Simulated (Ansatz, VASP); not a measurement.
# Hf3Si2F in VASP and in Ansatz

```
CELL_PARAMETERS angstrom
4.06111 0.00000 0.00000
-2.03055 3.51702 0.00000
0.00000 0.00000 8.19696
ATOMIC_POSITIONS crystal
Hf 0.00000 0.00000 0.50000
Hf 0.33333 0.66667 0.00000
Hf 0.33333 0.66667 0.50000
Si 0.66667 0.33333 0.24941
Si 0.66667 0.33333 0.75059
F 0.00000 0.00000 0.00000
```

Change from the starting cell: species swapped into the La2Al3Ge type (P-6m2, No. 187).

Alike in both runs: task single point; functional PBE; k mesh 6 × 6 × 2; occupations gaussian, width 0.1 eV; no spin polarisation.

```csv
,VASP,Ansatz
version,VASP 6.6.1,Ansatz 0.2.0
potentials or method,"VASP PAW PBE potentials, release 64 (Hf_pv, Si, F), cutoff 520 eV","scalar-relativistic, plane waves, PAW"
valence electrons in the cell,45,93
```

VASP gave:

* gap on the k mesh at the Fermi level (eV): none
* pressure (GPa): -0.3
* traceless stress, the component that is largest in VASP (GPa): -23.47
* rms of the force components (eV/Å): 0.573

What did Ansatz give for the same quantities?

gap on the k mesh at the Fermi level (eV): none; pressure (GPa): 0.5; traceless stress, the component that is largest in VASP (GPa): -23.96; rms of the force components (eV/Å): 0.577.

Atom by atom the forces differ by 0.004 eV/Å (rms over components). A gap of «none» marks a metal or a gap that the smearing closes. VASP's potentials hold 45 valence electrons a cell and Ansatz's 93, so a difference there can come from the potentials and not from the codes.

The k mesh is coarse, so the values compare programs but aren't converged. Spin-orbit coupling is off throughout.
